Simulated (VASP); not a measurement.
WSe2, 6 atoms in the cell. Symmetry: P6_3/mmc, No. 194, hexagonal system. Conventional cell: a = 3.320 Å, b = 3.320 Å, c = 13.737 Å, α = 90.00°, β = 90.00°, γ = 120.00°. Within 3.4 Å of W (site symmetry -6m2) lie 6 Se at 2.54 Å and 6 W at 3.32 Å. Within 3.4 Å of Se (site symmetry 3m) lie 3 W at 2.54 Å and 7 Se at 3.32 Å. 

| Property | Result |
| --- | --- |
| Program | VASP 6.6.1 |
| Task | relaxation of cell and atoms |
| Functional | PBEsol |
| Potentials or basis | VASP PAW PBE potentials, release 64 (W_sv, Se) |
| Cutoff | 600 eV |
| k mesh | 12 × 12 × 2 |
| Occupations | gaussian, width 0.02 eV |
| Spin | no spin polarisation |
| Dipole correction | no |
| Further INCAR settings | ALGO = Normal; EDIFF = 1e-06; IBRION = 2; EDIFFG = -0.005; NSW = 100; ISIF = 3 |

Potentials or basis: VASP PAW PBE potentials, release 64 (W_sv, Se).

Launch:

```console
$ cat potpaw_PBE.64/W_sv/POTCAR potpaw_PBE.64/Se/POTCAR > POTCAR
$ mpirun -np 1 vasp_std > vasp.out
```

Hardware: 1 thread of Intel(R) Xeon(R) 6975P-C (Granite Rapids), on a shared host.

How long does it take, and how much memory?

It took 27 min on 1 thread of Intel(R) Xeon(R) 6975P-C (Granite Rapids) (shared host), peak memory 0.42 GiB. Counts: scf iterations 183, k points 38, ion steps 29.
